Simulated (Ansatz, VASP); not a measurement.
**Ga2Cu: VASP beside Ansatz**

```
CELL_PARAMETERS angstrom
2.77223 0.00000 0.00000
0.00000 2.77223 0.00000
0.00000 0.00000 5.71980
ATOMIC_POSITIONS crystal
Ga 0.50000 0.50000 0.29500
Ga 0.50000 0.50000 0.70500
Cu 0.00000 0.00000 0.00000
```

Change from the starting cell: volume scaled by 0.94.

Alike in both runs: task single point; functional PBEsol; k mesh 14 × 14 × 7; occupations fermi-dirac, width 0.08 eV; no spin polarisation.

|  | VASP | Ansatz |
| --- | --- | --- |
| version | VASP 6.6.1 | Ansatz 0.2.0 |
| potentials or method | VASP PAW PBE potentials, release 64 (Ga_d, Cu), cutoff 520 eV | all-electron LAPW, scalar-relativistic |

Ansatz gave:

```
pressure (GPa)                                                : 2.2
traceless stress, the component that is largest in VASP (GPa) : 3.37
rms of the force components (eV/Å)                            : 0.520
```

Problem. What did VASP give for the same quantities?

Solution. Pressure (GPa): 2.4; traceless stress, the component that is largest in VASP (GPa): 3.51; rms of the force components (eV/Å): 0.511.

VASP's potentials were made for PBE, not for PBEsol. Atom by atom the forces differ by 0.009 eV/Å (rms over components). Ansatz ran all-electron here, and VASP with PAW potentials.
